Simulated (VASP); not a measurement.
# SiGe (P6_3mc) in VASP: further runs, part 2 of 2

VASP 6.6.1.

### Step 5. Single point, r2SCAN

This run uses another cell than the first one, of the same volume but with other edges.

The input, POSCAR:

```
SiGe
1.0
    3.5774938239      0.0000000000      0.0000000000
   -1.7887469119      3.0982005334      0.0000000000
    0.0000000000      0.0000000000      7.6837755039
Si Ge
2 2
Direct
    0.6666666667      0.3333333333      0.8746070000
    0.3333333333      0.6666666667      0.3746070000
    0.6666666667      0.3333333333      0.5003920000
    0.3333333333      0.6666666667      0.0003920000
```

The input, INCAR.step1:

```
SYSTEM = SiGe
PREC = Accurate
ENCUT = 520
ISMEAR = 0
SIGMA = 0.05
LREAL = .False.
LASPH = .True.
NELM = 80
NBANDS = 26
GGA = PE
ALGO = Normal
EDIFF = 1E-4
LWAVE = .True.
LCHARG = .False.
```

The input, INCAR.step2:

```
SYSTEM = SiGe
PREC = Accurate
ENCUT = 520
EDIFF = 1E-7
ISMEAR = 0
SIGMA = 0.05
LREAL = .False.
LASPH = .True.
NELM = 80
ALGO = Normal
ISIF = 2
LWAVE = .False.
LCHARG = .False.
METAGGA = R2SCAN
LMIXTAU = .True.
NBANDS = 26
ISTART = 1
```

The input, KPOINTS:

```
regular mesh
0
Gamma
  12 12 6
  0 0 0
```

Potentials or basis: VASP PAW PBE potentials, release 64 (Si, Ge_d).

On the command line:

```sh
$ cat potpaw_PBE.64/Si/POTCAR potpaw_PBE.64/Ge_d/POTCAR > POTCAR
$ cp INCAR.step1 INCAR
$ mpirun -np 1 vasp_std > vasp.out
$ cp INCAR.step2 INCAR
$ mpirun -np 1 vasp_std > vasp.out
```

OUTCAR:

```text
SYSTEM = SiGe
   PREC = Accurate
   ENCUT = 520
   EDIFF = 1E-7
   ISMEAR = 0
   LREAL = .False.
   LASPH = .True.
   NELM = 80
   ISIF = 2
   METAGGA = R2SCAN
   ISTART = 1

 ion  position               nearest neighbor table
   1  0.667  0.333  0.875-   4 2.28   4 2.28   4 2.28   3 2.88
   2  0.333  0.667  0.375-   3 2.28   3 2.28   3 2.28   4 2.88
   3  0.667  0.333  0.500-   2 2.28   2 2.28   2 2.28   1 2.88
   4  0.333  0.667  0.000-   1 2.28   1 2.28   1 2.28   2 2.88

  LATTYP: Found a hexagonal cell.
 ALAT       =     3.5774938239
 C/A-ratio  =     2.1478095790

  Lattice vectors:

 A1 = (   3.5774938239,   0.0000000000,   0.0000000000)
 A2 = (  -1.7887469119,   3.0982005334,   0.0000000000)
 A3 = (   0.0000000000,   0.0000000000,   7.6837755039)

Analysis of symmetry for initial positions (statically):
=====================================================================
 Subroutine PRICEL returns:
 Original cell was already a primitive cell.

 Routine SETGRP: Setting up the symmetry group for a
 hexagonal supercell.

 Subroutine GETGRP returns: Found 12 space group operations
 (whereof  6 operations were pure point group operations)
 out of a pool of 24 trial point group operations.

The static configuration has the point symmetry C_3v.
 The point group associated with its full space group is C_6v.

Analysis of symmetry for dynamics (positions and initial velocities):
=====================================================================
 Subroutine PRICEL returns:
 Original cell was already a primitive cell.

 Routine SETGRP: Setting up the symmetry group for a
 hexagonal supercell.

 Subroutine GETGRP returns: Found 12 space group operations
 (whereof  6 operations were pure point group operations)
 out of a pool of 24 trial point group operations.

The dynamic configuration has the point symmetry C_3v.
 The point group associated with its full space group is C_6v.

 Subroutine INISYM returns: Found 12 space group operations
[... 114 lines left out ...]
   EMIN   =  10.00;   EMAX   =-10.00  energy-range for DOS
   EFERMI =   0.00;   METHOD = LEGACY
   ISMEAR =     0;   SIGMA  =   0.05  broadening in eV -4-tet -1-fermi 0-gaus
   EFERMI_NEDOS =   21; number of points for ismear=-14 and -15
   IALGO  =     38    algorithm
   IMIX   =      4    mixing-type and parameters
     AMIX     =   0.40;   BMIX     =  1.00
     AMIX_MAG =   1.60;   BMIX_MAG =  1.00
  volume/ion in A,a.u.               =      21.29       143.68
  Fermi-wavevector in a.u.,A,eV,Ry     =   1.228631  2.321775 20.538443  1.509533
  Thomas-Fermi vector in A             =   2.363549
   LORBIT       =      0    0 simple, 1 ext, 2 COOP (PROOUT), +10 PAW based schemes
   METAGGA = R2SCAN    functional components
   LHFCALC =     F    Hartree Fock is set to
   AEXX    =    0.0000 exact exchange contribution
   IVDW    =     0    specifies the selected vdW correction
   LEPSILON=     F    determine dielectric tensor
   LRPA    =     F    only Hartree local field effects (RPA)
 non-spin polarized calculation
 Gauss-broadening in eV      SIGMA  =   0.05
  energy-cutoff  :      520.00
  volume of cell :       85.17
 maximum number of plane-waves:      2333
 NGX is ok and might be reduce to    28

 number of electron      36.0000012 magnetization

 Free energy of the ion-electron system (eV)
  ---------------------------------------------------
  ext. energy  EPLUGINS =         0.00000000
  ---------------------------------------------------
  free energy    TOTEN  =       -43.22550193 eV

  energy without entropy =      -43.22523508  energy(sigma->0) =      -43.22536850

 E-fermi :   5.2378     XC(G=0): -10.3732

 val. band max:        5.2078907985   @ k =   0.5000   0.0000   0.3333
 cond. band min:       5.2939148724   @ k =   0.0000   0.0000   0.0000
 fundamental gap:      0.0860240739
 Fermi energy:         5.2377710310

 k-point     1 :       0.0000    0.0000    0.0000
  band No.  band energies     occupation
      1     -19.8137      2.00000
      2     -19.8137      2.00000
      3     -19.8125      2.00000
      4     -19.8125      2.00000
      5     -19.8124      2.00000
      6     -19.8104      2.00000
[... 685 lines left out ...]
     25      12.5519      0.00000
     26      13.5050      0.00000

 [... further k-points ...]
[... 5 lines left out ...]
  --------------------------------------------------------------------------------------
  -------------------------------------------------------------------------------------
  Total        9.9060791      9.9060791     -8.0926233      0.0000000     -0.0000000      0.0000000
  in kB      186.3585361    186.3585361   -152.2428202      0.0000000     -0.0000000      0.0000000
  external PRESSURE =      73.4914173 kB  Pullay stress =       0.0000000 kB

 VOLUME and BASIS-vectors are now :
 -----------------------------------------------------------------------------
  energy-cutoff  :      520.00
  volume of cell :       85.17
      direct lattice vectors                 reciprocal lattice vectors
     3.577493824  0.000000000  0.000000000     0.279525290  0.161384002  0.000000000
    -1.788746912  3.098200533  0.000000000     0.000000000  0.322768003  0.000000000
     0.000000000  0.000000000  7.683775504     0.000000000  0.000000000  0.130144354

 POSITION                                       TOTAL-FORCE (eV/Angst)
 -----------------------------------------------------------------------------------
      1.78875      1.03273      6.72028        -0.000000      0.000000     -0.972292
     -0.00000      2.06547      2.87840        -0.000000     -0.000000     -0.972292
      1.78875      1.03273      3.84490        -0.000000      0.000000      0.972292
     -0.00000      2.06547      0.00301         0.000000     -0.000000      0.972292
 -----------------------------------------------------------------------------------
    total drift:                               -0.000000     -0.000000     -0.008948

  FREE ENERGIE OF THE ION-ELECTRON SYSTEM (eV)
  ---------------------------------------------------
  free  energy   TOTEN  =       -43.2255019316 eV

  energy  without entropy=      -43.2252350776  energy(sigma->0) =      -43.22536850
```

It took 9.4 min on 1 thread of Intel Xeon 8259CL, shared host; peak memory 0.31 GiB.

What came out:

| Property | Result |
| --- | --- |
| Free energy | -43.2255 eV |
| Pressure | 7.3 GPa |
| Largest force | 0.972 eV/Å |
| Band gap on the k mesh | zero (bands 18 and 19 overlap by 1.47 eV) |

Forces on the atoms (eV/Å):
```
Si   0.000  0.000 -0.972
Si   0.000  0.000 -0.972
Ge   0.000  0.000  0.972
Ge   0.000  0.000  0.972
```

Caveat: the stress differs along the axes, from -15 to 19 GPa; the PAW data sets were made with another functional, which shifts forces and pressure a little.

### Step 6. Summary

| cell | gap on the mesh (eV) | pressure (GPa) | largest force (eV/Å) |
| --- | --- | --- | --- |
| a = 3.958, b = 3.958, c = 6.278 Å, angles 90.0, 90.0, 120.0°, 4 atoms | 0.31 | 0.2 | 0.43 |
| a = 3.841, b = 3.841, c = 6.664 Å, angles 90.0, 90.0, 120.0°, 4 atoms | 0.61 | 0.3 | 0.41 |
| a = 4.206, b = 4.206, c = 5.559 Å, angles 90.0, 90.0, 120.0°, 4 atoms | none | 8.4 | 4.38 |
| a = 3.577, b = 3.577, c = 7.684 Å, angles 90.0, 90.0, 120.0°, 4 atoms | none | 7.3 | 0.97 |

Alike in all rows: task single point; level r2SCAN; potentials or basis VASP PAW PBE potentials, release 64 (Si, Ge_d); no spin polarisation; k mesh 12 × 12 × 6; cutoff (eV) 520; smearing gaussian 0.05 eV.

Caveats: the PAW data sets were made with another functional, which shifts forces and pressure a little; semilocal functionals underestimate gaps, and a narrow one can read as zero (at least some runs); the stress differs along the axes, from -3 to 7 GPa (at least some runs); the stress differs along the axes, from -6 to 4 GPa (at least some runs); the stress differs along the axes, from -12 to 50 GPa (at least some runs); the stress differs along the axes, from -15 to 19 GPa (at least some runs).

Absolute energies hang on the potentials; compare differences alone.

The gap in the log of VASP goes by the Fermi energy; the results here count the filled bands.